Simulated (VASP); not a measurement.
A run of VASP 6.6.1 is set up as follows.

File INCAR:

```
ALGO = Normal
EDIFF = 1E-6
ENCUT = 520
GGA = PS
ISIF = 2
ISMEAR = 0
LASPH = True
LCHARG = False
LREAL = False
LWAVE = False
NBANDS = 15
NELM = 60
PREC = Accurate
SIGMA = 0.15
```

KPOINTS

```
k-points
0
Gamma
  18 18 12
```

POSCAR

```
TiSi
1.0
    1.8161780000     -2.1176240000      0.0000000000
    1.8161780000      2.1176240000      0.0000000000
    0.0000000000      0.0000000000      3.6898159800
Ti Si
1 1
Direct
    0.5000000000      0.5000000000      0.0000000000
    0.0000000000      0.0000000000      0.5000000000
```

Potentials or basis: VASP PAW PBE potentials, release 64 (Ti_sv, Si).

Command:

```sh
$ cat potpaw_PBE.64/Ti_sv/POTCAR potpaw_PBE.64/Si/POTCAR > POTCAR
$ mpirun -np 1 vasp_std > vasp.out
```

**Question.** What does it give for the band gap on the k mesh?

**Answer.** Zero (band 8 reaches 11.01 eV, above the bottom of band 9 at 9.47 eV).

**Question.** Estimate the pressure.

**Answer.** 0.5 GPa.

Stress tensor (GPa, compression positive):
```
-0.68  0.00  0.00
 0.00 -1.60  0.00
 0.00  0.00  3.93
```

Caveat: the cell differs from its parent crystal (strain +0.000 along x and y, -0.030 along z); the PAW data sets were made with another functional, which shifts forces and pressure a little.
